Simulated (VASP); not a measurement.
# Y (P6_3/mmc) in VASP: a series of runs

Runs on Y. Level: PBE. Tasks: single point.

All numbers are computed with VASP 6.6.1; they aren't measurements. Logs are shortened: lines on timing, memory, paths and dates and some standing lists are left out, and cuts for length are marked.

### Step 1. The cell of the first run

Symmetry: P6_3/mmc, No. 194, hexagonal system. The conventional cell has a = 3.654 Å, b = 3.654 Å, c = 5.699 Å, α = 90.00°, β = 90.00°, γ = 120.00°. Within 4.7 Å of Y (site symmetry -6m2) lie 12 Y at 3.55 to 3.65 Å.

### Step 2. Single point, PBE

The input, INCAR:

```
  PREC = Accurate
  ENCUT = 520
  EDIFF = 1E-6
  ISMEAR = 0
  SIGMA = 0.2
  LREAL = F
  LASPH = T
  NELM = 60
  ALGO = Normal
  ISIF = 2
  LWAVE = F
  LCHARG = F
  GGA = PE
  NBANDS = 18
```

The input, KPOINTS:

```
Automatic mesh
0
Gamma
  10 10 6
```

The input, POSCAR:

```
Y
1.0
    3.6535431712      0.0000000000      0.0000000000
   -1.8267715856      3.1640612001      0.0000000000
    0.0000000000      0.0000000000      5.6988610241
Y
2
Direct
    0.3333333333      0.6666666667      0.2500000000
    0.6666666667      0.3333333333      0.7500000000
```

Potentials or basis: VASP PAW PBE potentials, release 64 (Y_sv).

Started as:

```bash
> cat potpaw_PBE.64/Y_sv/POTCAR > POTCAR
> mpirun -np 1 vasp_std > vasp.out
```

OUTCAR:

```text
PREC = Accurate
   ENCUT = 520
   EDIFF = 1E-6
   ISMEAR = 0
   LREAL = F
   LASPH = T
   NELM = 60
   ISIF = 2
   GGA = PE

 ion  position               nearest neighbor table
   1  0.333  0.667  0.250-   2 3.55   2 3.55   2 3.55   2 3.55   2 3.55   2 3.55
   2  0.667  0.333  0.750-   1 3.55   1 3.55   1 3.55   1 3.55   1 3.55   1 3.55

  LATTYP: Found a hexagonal cell.
 ALAT       =     3.6535431712
 C/A-ratio  =     1.5598176228

  Lattice vectors:

 A1 = (   3.6535431712,   0.0000000000,   0.0000000000)
 A2 = (  -1.8267715856,   3.1640612001,   0.0000000000)
 A3 = (   0.0000000000,   0.0000000000,   5.6988610241)

Analysis of symmetry for initial positions (statically):
=====================================================================
 Subroutine PRICEL returns:
 Original cell was already a primitive cell.

 Routine SETGRP: Setting up the symmetry group for a
 hexagonal supercell.

 Subroutine GETGRP returns: Found 24 space group operations
 (whereof 12 operations were pure point group operations)
 out of a pool of 24 trial point group operations.

The static configuration has the point symmetry D_3d.
 The point group associated with its full space group is D_6h.

Analysis of symmetry for dynamics (positions and initial velocities):
=====================================================================
 Subroutine PRICEL returns:
 Original cell was already a primitive cell.

 Routine SETGRP: Setting up the symmetry group for a
 hexagonal supercell.

 Subroutine GETGRP returns: Found 24 space group operations
 (whereof 12 operations were pure point group operations)
 out of a pool of 24 trial point group operations.

The dynamic configuration has the point symmetry D_3d.
 The point group associated with its full space group is D_6h.

 Subroutine INISYM returns: Found 24 space group operations
 (whereof 12 operations are pure point group operations),
 and found     1 'primitive' translations

----------------------------------------------------------------------------------------

                                     Primitive cell

  volume of cell :      65.8790

  direct lattice vectors                    reciprocal lattice vectors
     3.653543171  0.000000000  0.000000000     0.273706907  0.158024756  0.000000000
    -1.826771586  3.164061200  0.000000000     0.000000000  0.316049513  0.000000000
     0.000000000  0.000000000  5.698861024     0.000000000  0.000000000  0.175473660

  length of vectors
     3.653543171  3.653543171  5.698861024     0.316049513  0.316049513  0.175473660

  position of ions in fractional coordinates (direct lattice)
     0.333333333  0.666666667  0.250000000
     0.666666667  0.333333333  0.750000000

  ion indices of the primitive-cell ions
   primitive index   ion index
                 1           1
                 2           2

----------------------------------------------------------------------------------------

 KPOINTS: Automatic mesh

Automatic generation of k-mesh.
 Grid dimensions read from file:
 generate k-points for:   10   10    6

 Generating k-lattice:

  Cartesian coordinates                     Fractional coordinates (reciprocal lattice)
     0.027370691  0.015802476  0.000000000     0.100000000  0.000000000  0.000000000
     0.000000000  0.031604951  0.000000000     0.000000000  0.100000000  0.000000000
     0.000000000  0.000000000  0.029245610     0.000000000  0.000000000  0.166666667

  Length of vectors
     0.031604951  0.031604951  0.029245610

  Shift w.r.t. Gamma in fractional coordinates (k-lattice)
     0.000000000  0.000000000  0.000000000

 Subroutine IBZKPT returns following result:
 ===========================================

 Found     56 irreducible k-points:

 Following reciprocal coordinates:
            Coordinates               Weight
  0.000000  0.000000  0.000000      1.000000
  0.100000  0.000000  0.000000      6.000000
  0.200000  0.000000  0.000000      6.000000
  0.300000 -0.000000  0.000000      6.000000
  0.400000 -0.000000  0.000000      6.000000
  0.500000  0.000000  0.000000      3.000000
[... 16 lines left out ...]
  0.300000  0.100000  0.166667     24.000000
  0.400000  0.100000  0.166667     24.000000
 [... further k-points ...]
   k-points           NKPTS =     56   k-points in BZ     NKDIM =     56   number of bands    NBANDS=     18
   number of dos      NEDOS =    301   number of ions     NIONS =      2
   total plane-waves  NPLWV =  32928
   dimension x,y,z NGX =    28 NGY =   28 NGZ =   42
   dimension x,y,z NGXF=    56 NGYF=   56 NGZF=   84
   ions per type =               2
   NGX,Y,Z   is equivalent  to a cutoff of  12.74, 12.74, 12.25 a.u.
   NGXF,Y,Z  is equivalent  to a cutoff of  25.48, 25.48, 24.50 a.u.
 SYSTEM =  unknown system
   PREC   = accura    normal or accurate (medium, high low for compatibility)
   ISTART =      0    job   : 0-new  1-cont  2-samecut
   ICHARG =      2    charge: 1-file 2-atom 10-const
   ISPIN  =      1    spin polarized calculation?
   LNONCOLLINEAR =      F non collinear calculations
   LSORBIT =      F    spin-orbit coupling
   LASPH  =      T    aspherical Exc in radial PAW
   ENCUT  =  520.0 eV  38.22 Ry    6.18 a.u.   6.79  6.79 10.60*2*pi/ulx,y,z
   NELM   =     60;   NELMIN=  2; NELMDL= -5     # of ELM steps
   EDIFF  = 0.1E-05   stopping-criterion for ELM
   LREAL  =      F    real-space projection
   EDIFFG = 0.1E-04   stopping-criterion for IOM
   NSW    =      0    number of steps for IOM
   IBRION =     -1    ionic relax: 0-MD 1-quasi-New 2-CG
   NFREE  =      0    steps in history (QN), initial steepest desc. (CG)
   ISIF   =      2    stress and relaxation
   ISYM   =      2    0-nonsym 1-usesym 2-fastsym
   POTIM  = 0.5000    time-step for ionic-motion
   TEBEG  =    0.0;   TEEND  =   0.0 temperature during run
   PSTRESS=    0.0 pullay stress
   NELECT =      22.0000    total number of electrons
   NUPDOWN=      -1.0000    fix difference up-down
   EMIN   =  10.00;   EMAX   =-10.00  energy-range for DOS
   EFERMI =   0.00;   METHOD = LEGACY
   ISMEAR =     0;   SIGMA  =   0.20  broadening in eV -4-tet -1-fermi 0-gaus
   EFERMI_NEDOS =   21; number of points for ismear=-14 and -15
   IALGO  =     38    algorithm
   IMIX   =      4    mixing-type and parameters
     AMIX     =   0.40;   BMIX     =  1.00
     AMIX_MAG =   1.60;   BMIX_MAG =  1.00
  volume/ion in A,a.u.               =      32.94       222.29
  Fermi-wavevector in a.u.,A,eV,Ry     =   1.135795  2.146342 17.551931  1.290031
  Thomas-Fermi vector in A             =   2.272500
   LORBIT       =      0    0 simple, 1 ext, 2 COOP (PROOUT), +10 PAW based schemes
   GGA     = PE    functional components
   LHFCALC =     F    Hartree Fock is set to
   AEXX    =    0.0000 exact exchange contribution
   IVDW    =     0    specifies the selected vdW correction
   LEPSILON=     F    determine dielectric tensor
   LRPA    =     F    only Hartree local field effects (RPA)
 non-spin polarized calculation
 Gauss-broadening in eV      SIGMA  =   0.20
  energy-cutoff  :      520.00
  volume of cell :       65.88
 maximum number of plane-waves:      1784
 NGX is ok and might be reduce to    28
   NGX = 13   NGY = 13   NGZ = 21

 number of electron      22.0000000 magnetization

 Free energy of the ion-electron system (eV)
  ---------------------------------------------------
  ext. energy  EPLUGINS =         0.00000000
  ---------------------------------------------------
  free energy    TOTEN  =       -12.90583519 eV

  energy without entropy =      -12.82965080  energy(sigma->0) =      -12.86774299

 E-fermi :   2.9817     XC(G=0):  -9.4156

 val. band max:        2.9561956379   @ k =   0.4000  -0.0000   0.0000
 cond. band min:       2.9870416135   @ k =   0.4000  -0.0000   0.1667
 fundamental gap:      0.0308459756
 Fermi energy:         2.9817011647

 k-point     1 :       0.0000    0.0000    0.0000
  band No.  band energies     occupation
      1     -39.7096      2.00000
      2     -39.6357      2.00000
      3     -19.9855      2.00000
      4     -19.5138      2.00000
      5     -19.5138      2.00000
      6     -19.4228      2.00000
[... 10 lines left out ...]
     17       5.7351      0.00000
     18       5.7351      0.00000

 k-point     2 :       0.1000    0.0000    0.0000
  band No.  band energies     occupation
      1     -39.7048      2.00000
      2     -39.6341      2.00000
      3     -19.9681      2.00000
      4     -19.5482      2.00000
      5     -19.5257      2.00000
      6     -19.4590      2.00000
[... 10 lines left out ...]
     17       5.5222      0.00000
     18       5.5426      0.00000

 k-point     3 :       0.2000    0.0000    0.0000
  band No.  band energies     occupation
      1     -39.6918      2.00000
      2     -39.6303      2.00000
      3     -19.9190      2.00000
      4     -19.6388      2.00000
      5     -19.5555      2.00000
      6     -19.5510      2.00000
[... 10 lines left out ...]
     17       5.9004      0.00000
     18       6.0490      0.00000

 k-point     4 :       0.3000   -0.0000    0.0000
  band No.  band energies     occupation
      1     -39.6746      2.00000
      2     -39.6268      2.00000
      3     -19.8484      2.00000
      4     -19.7515      2.00000
      5     -19.6592      2.00000
      6     -19.5905      2.00000
[... 10 lines left out ...]
     17       6.5818      0.00000
     18       6.8367      0.00000

 k-point     5 :       0.4000   -0.0000    0.0000
  band No.  band energies     occupation
      1     -39.6585      2.00000
      2     -39.6261      2.00000
      3     -19.8428      2.00000
      4     -19.7746      2.00000
      5     -19.7429      2.00000
      6     -19.6178      2.00000
[... 10 lines left out ...]
     17       7.5266      0.00000
     18       7.7018      0.00000

 k-point     6 :       0.5000    0.0000    0.0000
  band No.  band energies     occupation
      1     -39.6512      2.00000
      2     -39.6270      2.00000
      3     -19.8776      2.00000
      4     -19.7741      2.00000
      5     -19.7364      2.00000
      6     -19.6280      2.00000
[... 10 lines left out ...]
     17       8.3183      0.00000
     18       8.4727      0.00000

 k-point     7 :       0.1000    0.1000    0.0000
  band No.  band energies     occupation
      1     -39.6959      2.00000
      2     -39.6314      2.00000
      3     -19.9347      2.00000
      4     -19.6018      2.00000
      5     -19.5675      2.00000
      6     -19.5051      2.00000
[... 10 lines left out ...]
     17       5.6392      0.00000
     18       5.9656      0.00000

 k-point     8 :       0.2000    0.1000    0.0000
  band No.  band energies     occupation
      1     -39.6807      2.00000
      2     -39.6278      2.00000
      3     -19.8746      2.00000
      4     -19.6946      2.00000
      5     -19.6454      2.00000
      6     -19.5603      2.00000
[... 10 lines left out ...]
     17       6.1296      0.00000
     18       6.7143      0.00000
[... 229 lines left out ...]
     17       7.4889      0.00000
     18       7.5322      0.00000

 k-point    20 :       0.5000    0.0000    0.1667
  band No.  band energies     occupation
      1     -39.6496      2.00000
      2     -39.6286      2.00000
      3     -19.9090      2.00000
      4     -19.8104      2.00000
      5     -19.6842      2.00000
      6     -19.6181      2.00000
[... 10 lines left out ...]
     17       8.0592      0.00000
     18       8.3021      0.00000

 k-point    21 :       0.1000    0.1000    0.1667
  band No.  band energies     occupation
      1     -39.6916      2.00000
      2     -39.6358      2.00000
      3     -19.9080      2.00000
      4     -19.5896      2.00000
      5     -19.5709      2.00000
      6     -19.5236      2.00000
[... 10 lines left out ...]
     17       5.8323      0.00000
     18       6.1581      0.00000

 k-point    22 :       0.2000    0.1000    0.1667
  band No.  band energies     occupation
      1     -39.6772      2.00000
      2     -39.6314      2.00000
      3     -19.8690      2.00000
      4     -19.6792      2.00000
      5     -19.6495      2.00000
      6     -19.5681      2.00000
[... 10 lines left out ...]
     17       6.2986      0.00000
     18       6.7229      0.00000

 k-point    23 :       0.3000    0.1000    0.1667
  band No.  band energies     occupation
      1     -39.6613      2.00000
      2     -39.6285      2.00000
      3     -19.8578      2.00000
      4     -19.7600      2.00000
      5     -19.6963      2.00000
      6     -19.6095      2.00000
[... 10 lines left out ...]
     17       7.2073      0.00000
     18       7.4105      0.00000

 k-point    24 :       0.4000    0.1000    0.1667
  band No.  band energies     occupation
      1     -39.6496      2.00000
      2     -39.6285      2.00000
      3     -19.8904      2.00000
      4     -19.7970      2.00000
      5     -19.6921      2.00000
      6     -19.6248      2.00000
[... 10 lines left out ...]
     17       7.7525      0.00000
     18       7.9931      0.00000

 [... further k-points ...]

------------------------ aborting loop because EDIFF is reached ----------------------------------------

  FORCE on cell =-STRESS in cart. coord.  units (eV):
  Direction    XX          YY          ZZ          XY          YZ          ZX
  --------------------------------------------------------------------------------------
  -------------------------------------------------------------------------------------
  Total       -0.0516208     -0.0516208     -0.0959566      0.0000000      0.0000000      0.0000000
  in kB       -1.2554165     -1.2554165     -2.3336636      0.0000000      0.0000000      0.0000000
  external PRESSURE =      -1.6148322 kB  Pullay stress =       0.0000000 kB

 VOLUME and BASIS-vectors are now :
 -----------------------------------------------------------------------------
  energy-cutoff  :      520.00
  volume of cell :       65.88
      direct lattice vectors                 reciprocal lattice vectors
     3.653543171  0.000000000  0.000000000     0.273706907  0.158024756  0.000000000
    -1.826771586  3.164061200  0.000000000     0.000000000  0.316049513  0.000000000
     0.000000000  0.000000000  5.698861024     0.000000000  0.000000000  0.175473660

 POSITION                                       TOTAL-FORCE (eV/Angst)
 -----------------------------------------------------------------------------------
     -0.00000      2.10937      1.42472         0.000000     -0.000000      0.000000
      1.82677      1.05469      4.27415        -0.000000      0.000000      0.000000
 -----------------------------------------------------------------------------------
    total drift:                               -0.000000      0.000000     -0.000000

  FREE ENERGIE OF THE ION-ELECTRON SYSTEM (eV)
  ---------------------------------------------------
  free  energy   TOTEN  =       -12.9058351872 eV

  energy  without entropy=      -12.8296507990  energy(sigma->0) =      -12.86774299
```

Wall time 1.9 min (1 thread of Intel Xeon 8259CL, shared host); peak memory 0.22 GiB.

Results:

- Free energy: -12.9058 eV
- Pressure: -0.2 GPa
- Band gap on the k mesh: zero (bands 11 and 12 overlap by 1.45 eV)

Stress tensor (GPa, compression positive):
```
-0.13  0.00  0.00
 0.00 -0.13  0.00
 0.00  0.00 -0.23
```

[end of part 1 of 2]

The gap in the log of VASP goes by the Fermi energy; the results here count the filled bands.